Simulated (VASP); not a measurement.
# LiF (P6_3mc) in VASP: further runs

Runs on LiF. Level: PBE. Tasks: single point.

All numbers are computed with VASP 6.6.1; they aren't measurements. Logs are shortened: lines on timing, memory, paths and dates and some standing lists are left out, and cuts for length are marked.

## 1. The cell of the first run

Symmetry: P6_3mc, No. 186, hexagonal system. Conventional cell: a = 3.109 Å, b = 3.109 Å, c = 4.954 Å, α = 90.00°, β = 90.00°, γ = 120.00°. Within 2.4 Å of Li (site symmetry 3m) lie 4 F at 1.84 to 2.07 Å. F (site symmetry 3m) has 4 Li at 1.84 to 2.07 Å within 2.4 Å.

## 2. Single point, PBE (c/a of the conventional cell at fixed volume 1.5932)

Input file INCAR:

```
SYSTEM = LiF
ALGO = Normal ; EDIFF = 1E-6
ENCUT = 520 ; GGA = PE
ISIF = 2 ; ISMEAR = 0
LASPH = .TRUE. ; LCHARG = .FALSE.
LREAL = .FALSE. ; LWAVE = .FALSE.
NBANDS = 18 ; NELM = 80
PREC = Accurate ; SIGMA = 0.05
```

Input file KPOINTS:

```
k-points
0
G
  9 9 6
  0 0 0
```

Input file POSCAR:

```
LiF
1.0
    3.1094393350      0.0000000000      0.0000000000
   -1.5547196675      2.6928534557      0.0000000000
    0.0000000000      0.0000000000      4.9539587486
Li F
2 2
Direct
    0.3333333333      0.6666666667      0.4116718394
    0.6666666667      0.3333333333      0.9116718394
    0.3333333333      0.6666666667      0.9939266766
    0.6666666667      0.3333333333      0.4939266766
```

Potentials or basis: VASP PAW PBE potentials, release 64 (Li_sv, F).

Launch:

```bash
> cat potpaw_PBE.64/Li_sv/POTCAR potpaw_PBE.64/F/POTCAR > POTCAR
> mpirun -np 1 vasp_std > vasp.out
```

OUTCAR:

```text
SYSTEM = LiF
   EDIFF = 1E-6
   ENCUT = 520
   GGA = PE
   ISIF = 2
   ISMEAR = 0
   LASPH = .TRUE.
   LREAL = .FALSE.
   NELM = 80
   PREC = Accurate

 ion  position               nearest neighbor table
   1  0.333  0.667  0.412-   4 1.84   4 1.84   4 1.84   3 2.07
   2  0.667  0.333  0.912-   3 1.84   3 1.84   3 1.84   4 2.07
   3  0.333  0.667  0.994-   2 1.84   2 1.84   2 1.84   1 2.07
   4  0.667  0.333  0.494-   1 1.84   1 1.84   1 1.84   2 2.07

  LATTYP: Found a hexagonal cell.
 ALAT       =     3.1094393350
 C/A-ratio  =     1.5932000000

  Lattice vectors:

 A1 = (   3.1094393350,   0.0000000000,   0.0000000000)
 A2 = (  -1.5547196675,   2.6928534557,   0.0000000000)
 A3 = (   0.0000000000,   0.0000000000,   4.9539587486)

Analysis of symmetry for initial positions (statically):
=====================================================================
 Subroutine PRICEL returns:
 Original cell was already a primitive cell.

 Routine SETGRP: Setting up the symmetry group for a
 hexagonal supercell.

 Subroutine GETGRP returns: Found 12 space group operations
 (whereof  6 operations were pure point group operations)
 out of a pool of 24 trial point group operations.

The static configuration has the point symmetry C_3v.
 The point group associated with its full space group is C_6v.

Analysis of symmetry for dynamics (positions and initial velocities):
=====================================================================
 Subroutine PRICEL returns:
 Original cell was already a primitive cell.

 Routine SETGRP: Setting up the symmetry group for a
 hexagonal supercell.

 Subroutine GETGRP returns: Found 12 space group operations
 (whereof  6 operations were pure point group operations)
 out of a pool of 24 trial point group operations.

The dynamic configuration has the point symmetry C_3v.
 The point group associated with its full space group is C_6v.

 Subroutine INISYM returns: Found 12 space group operations
 (whereof  6 operations are pure point group operations),
 and found     1 'primitive' translations

----------------------------------------------------------------------------------------

                                     Primitive cell

  volume of cell :      41.4808

  direct lattice vectors                    reciprocal lattice vectors
     3.109439335  0.000000000  0.000000000     0.321601386  0.185676647  0.000000000
    -1.554719667  2.692853456  0.000000000     0.000000000  0.371353294  0.000000000
     0.000000000  0.000000000  4.953958749     0.000000000  0.000000000  0.201858766

  length of vectors
     3.109439335  3.109439335  4.953958749     0.371353294  0.371353294  0.201858766

  position of ions in fractional coordinates (direct lattice)
     0.333333333  0.666666667  0.411671839
     0.666666667  0.333333333  0.911671839
     0.333333333  0.666666667  0.993926677
     0.666666667  0.333333333  0.493926677

  ion indices of the primitive-cell ions
   primitive index   ion index
                 1           1
                 2           2
                 3           3
                 4           4

----------------------------------------------------------------------------------------

 KPOINTS: k-points

Automatic generation of k-mesh.
 Grid dimensions read from file:
 generate k-points for:    9    9    6

 Generating k-lattice:

  Cartesian coordinates                     Fractional coordinates (reciprocal lattice)
     0.035733487  0.020630739  0.000000000     0.111111111  0.000000000  0.000000000
     0.000000000  0.041261477  0.000000000     0.000000000  0.111111111  0.000000000
     0.000000000  0.000000000  0.033643128     0.000000000  0.000000000  0.166666667

  Length of vectors
     0.041261477  0.041261477  0.033643128

  Shift w.r.t. Gamma in fractional coordinates (k-lattice)
     0.000000000  0.000000000  0.000000000

 Subroutine IBZKPT returns following result:
 ===========================================

 Found     48 irreducible k-points:

 Following reciprocal coordinates:
            Coordinates               Weight
  0.000000  0.000000  0.000000      1.000000
  0.111111 -0.000000  0.000000      6.000000
  0.222222  0.000000  0.000000      6.000000
  0.333333  0.000000  0.000000      6.000000
  0.444444  0.000000  0.000000      6.000000
  0.111111  0.111111  0.000000      6.000000
[... 16 lines left out ...]
  0.333333  0.222222  0.166667     24.000000
  0.333333  0.333333  0.166667      4.000000
 [... further k-points ...]
   k-points           NKPTS =     48   k-points in BZ     NKDIM =     48   number of bands    NBANDS=     18
   number of dos      NEDOS =    301   number of ions     NIONS =      4
   total plane-waves  NPLWV =  23040
   dimension x,y,z NGX =    24 NGY =   24 NGZ =   40
   dimension x,y,z NGXF=    48 NGYF=   48 NGZF=   80
   ions per type =               2   2
   NGX,Y,Z   is equivalent  to a cutoff of  12.83, 12.83, 13.42 a.u.
   NGXF,Y,Z  is equivalent  to a cutoff of  25.66, 25.66, 26.85 a.u.
 SYSTEM =  LiF
   PREC   = accura    normal or accurate (medium, high low for compatibility)
   ISTART =      0    job   : 0-new  1-cont  2-samecut
   ICHARG =      2    charge: 1-file 2-atom 10-const
   ISPIN  =      1    spin polarized calculation?
   LNONCOLLINEAR =      F non collinear calculations
   LSORBIT =      F    spin-orbit coupling
   LASPH  =      T    aspherical Exc in radial PAW
   ENCUT  =  520.0 eV  38.22 Ry    6.18 a.u.   5.78  5.78  9.21*2*pi/ulx,y,z
   NELM   =     80;   NELMIN=  2; NELMDL= -5     # of ELM steps
   EDIFF  = 0.1E-05   stopping-criterion for ELM
   LREAL  =      F    real-space projection
   EDIFFG = 0.1E-04   stopping-criterion for IOM
   NSW    =      0    number of steps for IOM
   IBRION =     -1    ionic relax: 0-MD 1-quasi-New 2-CG
   NFREE  =      0    steps in history (QN), initial steepest desc. (CG)
   ISIF   =      2    stress and relaxation
   ISYM   =      2    0-nonsym 1-usesym 2-fastsym
   POTIM  = 0.5000    time-step for ionic-motion
   TEBEG  =    0.0;   TEEND  =   0.0 temperature during run
   PSTRESS=    0.0 pullay stress
   NELECT =      20.0000    total number of electrons
   NUPDOWN=      -1.0000    fix difference up-down
   EMIN   =  10.00;   EMAX   =-10.00  energy-range for DOS
   EFERMI =   0.00;   METHOD = LEGACY
   ISMEAR =     0;   SIGMA  =   0.05  broadening in eV -4-tet -1-fermi 0-gaus
   EFERMI_NEDOS =   21; number of points for ismear=-14 and -15
   IALGO  =     38    algorithm
   IMIX   =      4    mixing-type and parameters
     AMIX     =   0.40;   BMIX     =  1.00
     AMIX_MAG =   1.60;   BMIX_MAG =  1.00
  volume/ion in A,a.u.               =      10.37        69.98
  Fermi-wavevector in a.u.,A,eV,Ry     =   1.283716  2.425872 22.421420  1.647928
  Thomas-Fermi vector in A             =   2.415953
   LORBIT       =      0    0 simple, 1 ext, 2 COOP (PROOUT), +10 PAW based schemes
   GGA     = PE    functional components
   LHFCALC =     F    Hartree Fock is set to
   AEXX    =    0.0000 exact exchange contribution
   IVDW    =     0    specifies the selected vdW correction
   LEPSILON=     F    determine dielectric tensor
   LRPA    =     F    only Hartree local field effects (RPA)
 non-spin polarized calculation
 Gauss-broadening in eV      SIGMA  =   0.05
  energy-cutoff  :      520.00
  volume of cell :       41.48
 maximum number of plane-waves:      1134
 NGX is ok and might be reduce to    24
   NGX = 11   NGY = 11   NGZ = 19

 number of electron      19.9999973 magnetization

 Free energy of the ion-electron system (eV)
  ---------------------------------------------------
  ext. energy  EPLUGINS =         0.00000000
  ---------------------------------------------------
  free energy    TOTEN  =       -19.24239640 eV

  energy without entropy =      -19.24239640  energy(sigma->0) =      -19.24239640

 E-fermi :  -2.3310     XC(G=0):  -8.6391

 val. band max:       -2.5574810047   @ k =   0.0000   0.0000   0.0000
 cond. band min:       4.9019394195   @ k =   0.0000   0.0000   0.0000
 fundamental gap:      7.4594204241
 Fermi energy:        -2.3310278070

 k-point     1 :       0.0000    0.0000    0.0000
  band No.  band energies     occupation
      1     -43.2180      2.00000
      2     -43.1898      2.00000
      3     -22.0342      2.00000
      4     -21.7819      2.00000
      5      -4.7572      2.00000
      6      -3.1493      2.00000
[... 10 lines left out ...]
     17      16.5800      0.00000
     18      17.0992      0.00000

 k-point     2 :       0.1111   -0.0000    0.0000
  band No.  band energies     occupation
      1     -43.2147      2.00000
      2     -43.1880      2.00000
      3     -22.0216      2.00000
      4     -21.7827      2.00000
      5      -4.6801      2.00000
      6      -3.2707      2.00000
[... 10 lines left out ...]
     17      16.8482      0.00000
     18      17.0552      0.00000

 k-point     3 :       0.2222    0.0000    0.0000
  band No.  band energies     occupation
      1     -43.2060      2.00000
      2     -43.1836      2.00000
      3     -21.9871      2.00000
      4     -21.7867      2.00000
      5      -4.4757      2.00000
      6      -3.6159      2.00000
[... 10 lines left out ...]
     17      16.8365      0.00000
     18      17.2357      0.00000

 k-point     4 :       0.3333    0.0000    0.0000
  band No.  band energies     occupation
      1     -43.1955      2.00000
      2     -43.1793      2.00000
      3     -21.9406      2.00000
      4     -21.7980      2.00000
      5      -4.3196      2.00000
      6      -3.8935      2.00000
[... 10 lines left out ...]
     17      16.9064      0.00000
     18      17.1223      0.00000

 k-point     5 :       0.4444    0.0000    0.0000
  band No.  band energies     occupation
      1     -43.1877      2.00000
      2     -43.1775      2.00000
      3     -21.9003      2.00000
      4     -21.8148      2.00000
      5      -4.4601      2.00000
      6      -3.8329      2.00000
[... 10 lines left out ...]
     17      16.8651      0.00000
     18      17.0604      0.00000

 k-point     6 :       0.1111    0.1111    0.0000
  band No.  band energies     occupation
      1     -43.2087      2.00000
      2     -43.1849      2.00000
      3     -21.9981      2.00000
      4     -21.7852      2.00000
      5      -4.5365      2.00000
      6      -3.5047      2.00000
[... 10 lines left out ...]
     17      17.0573      0.00000
     18      17.3901      0.00000

 k-point     7 :       0.2222    0.1111    0.0000
  band No.  band energies     occupation
      1     -43.1990      2.00000
      2     -43.1806      2.00000
      3     -21.9571      2.00000
      4     -21.7928      2.00000
      5      -4.3090      2.00000
      6      -3.9276      2.00000
[... 10 lines left out ...]
     17      16.8877      0.00000
     18      17.3960      0.00000

 k-point     8 :       0.3333    0.1111    0.0000
  band No.  band energies     occupation
      1     -43.1897      2.00000
      2     -43.1777      2.00000
      3     -21.9118      2.00000
      4     -21.8080      2.00000
      5      -4.3921      2.00000
      6      -3.9452      2.00000
[... 10 lines left out ...]
     17      16.2119      0.00000
     18      17.4517      0.00000
[... 229 lines left out ...]
     17      16.7081      0.00000
     18      17.3292      0.00000

 k-point    20 :       0.3333    0.1111    0.1667
  band No.  band energies     occupation
      1     -43.1889      2.00000
      2     -43.1785      2.00000
      3     -21.9055      2.00000
      4     -21.8157      2.00000
      5      -4.3845      2.00000
      6      -3.9755      2.00000
[... 10 lines left out ...]
     17      16.3219      0.00000
     18      17.3592      0.00000

 k-point    21 :       0.4444    0.1111    0.1667
  band No.  band energies     occupation
      1     -43.1848      2.00000
      2     -43.1778      2.00000
      3     -21.8830      2.00000
      4     -21.8260      2.00000
      5      -4.5043      2.00000
      6      -3.9317      2.00000
[... 10 lines left out ...]
     17      16.1123      0.00000
     18      17.3611      0.00000

 k-point    22 :       0.2222    0.2222    0.1667
  band No.  band energies     occupation
      1     -43.1896      2.00000
      2     -43.1787      2.00000
      3     -21.9095      2.00000
      4     -21.8134      2.00000
      5      -4.2972      2.00000
      6      -4.0990      2.00000
[... 10 lines left out ...]
     17      16.1218      0.00000
     18      18.0082      0.00000

 k-point    23 :       0.3333    0.2222    0.1667
  band No.  band energies     occupation
      1     -43.1832      2.00000
      2     -43.1777      2.00000
      3     -21.8753      2.00000
      4     -21.8283      2.00000
      5      -4.5269      2.00000
      6      -3.9425      2.00000
[... 10 lines left out ...]
     17      15.6037      0.00000
     18      17.8191      0.00000

 k-point    24 :       0.3333    0.3333    0.1667
  band No.  band energies     occupation
      1     -43.1791      2.00000
      2     -43.1791      2.00000
      3     -21.8481      2.00000
      4     -21.8481      2.00000
      5      -4.6013      2.00000
      6      -3.8287      2.00000
[... 10 lines left out ...]
     17      15.3214      0.00000
     18      18.0930      0.00000

 [... further k-points ...]

------------------------ aborting loop because EDIFF is reached ----------------------------------------

  FORCE on cell =-STRESS in cart. coord.  units (eV):
  Direction    XX          YY          ZZ          XY          YZ          ZX
  --------------------------------------------------------------------------------------
  -------------------------------------------------------------------------------------
  Total        0.5733582      0.5733582     -0.7696220      0.0000000     -0.0000000      0.0000000
  in kB       22.1457009     22.1457009    -29.7262988      0.0000000     -0.0000000      0.0000000
  external PRESSURE =       4.8550344 kB  Pullay stress =       0.0000000 kB

 VOLUME and BASIS-vectors are now :
 -----------------------------------------------------------------------------
  energy-cutoff  :      520.00
  volume of cell :       41.48
      direct lattice vectors                 reciprocal lattice vectors
     3.109439335  0.000000000  0.000000000     0.321601386  0.185676647  0.000000000
    -1.554719667  2.692853456  0.000000000     0.000000000  0.371353294  0.000000000
     0.000000000  0.000000000  4.953958749     0.000000000  0.000000000  0.201858766

 POSITION                                       TOTAL-FORCE (eV/Angst)
 -----------------------------------------------------------------------------------
     -0.00000      1.79524      2.03941        -0.000000     -0.000000     -0.271491
      1.55472      0.89762      4.51638         0.000000      0.000000     -0.271491
     -0.00000      1.79524      4.92387        -0.000000     -0.000000      0.271491
      1.55472      0.89762      2.44689         0.000000      0.000000      0.271491
 -----------------------------------------------------------------------------------
    total drift:                                0.000001      0.000002     -0.000248

  FREE ENERGIE OF THE ION-ELECTRON SYSTEM (eV)
  ---------------------------------------------------
  free  energy   TOTEN  =       -19.2423964040 eV

  energy  without entropy=      -19.2423964040  energy(sigma->0) =      -19.24239640
```

Run time: 29 s. Hardware: 1 thread of Intel Xeon Platinum 8488C (Sapphire Rapids), shared host; peak memory 0.16 GiB.

Results:

```
Free energy            : -19.2424 eV
Largest force          : 0.271 eV/Å
Band gap on the k mesh : 7.46 eV, direct
```

Forces on the atoms (eV/Å):
```
Li   0.000  0.000 -0.271
Li   0.000  0.000 -0.271
F    0.000  0.000  0.271
F    0.000  0.000  0.271
```

Caveat: the cutoff is under 1.25 times the usual one of these potentials, so pressure, stress and relaxed cells hold a basis-set (Pulay) error.

[end of part 1 of 2]
